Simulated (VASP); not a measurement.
Runs of VASP 6.6.1 on C. The structure is that of space group P6_3/mmc (No. 194), or close to it. The cells are those of the table. 

```csv
task,cell,cutoff (eV),gap on the mesh (eV),pressure (GPa)
relaxation of cell and atoms,"relaxed from a = 2.120, b = 2.120, c = 3.462 Å, angles 90.0, 90.0, 120.0°, 2 atoms",600,none,-0.1
relaxation of cell and atoms,"relaxed to 5 GPa from a = 2.120, b = 2.120, c = 3.462 Å, angles 90.0, 90.0, 120.0°, 2 atoms",600,none,5.0
single point,"a = 1.673, b = 1.673, c = 5.523 Å, angles 90.0, 90.0, 120.0°, 2 atoms",520,none,10.4
relaxation of cell and atoms,"relaxed to 10 GPa from a = 2.120, b = 2.120, c = 3.462 Å, angles 90.0, 90.0, 120.0°, 2 atoms",600,none,9.9
single point,"a = 1.661, b = 1.661, c = 5.261 Å, angles 90.0, 90.0, 120.0°, 2 atoms",520,none,20.5
single point,"a = 1.680, b = 1.680, c = 5.718 Å, angles 90.0, 90.0, 120.0°, 2 atoms",520,none,5.4
relaxation of cell and atoms,"relaxed to 20 GPa from a = 2.120, b = 2.120, c = 3.462 Å, angles 90.0, 90.0, 120.0°, 2 atoms",600,none,19.9
single point,"a = 1.690, b = 1.690, c = 6.017 Å, angles 90.0, 90.0, 120.0°, 2 atoms",520,none,(a)
```

Alike in all rows: level LDA; potentials or basis VASP PAW LDA potentials, release 64 (C); no spin polarisation; k mesh 23 × 23 × 13; smearing gaussian 0.1 eV.

Q: Estimate the missing entries.

A: (a) 0.3.

Caveats: the cell is relaxed towards a set pressure, so the enthalpy falls and the energy may rise (some runs).

A gap of «none» marks levels without a gap at the run's occupations.
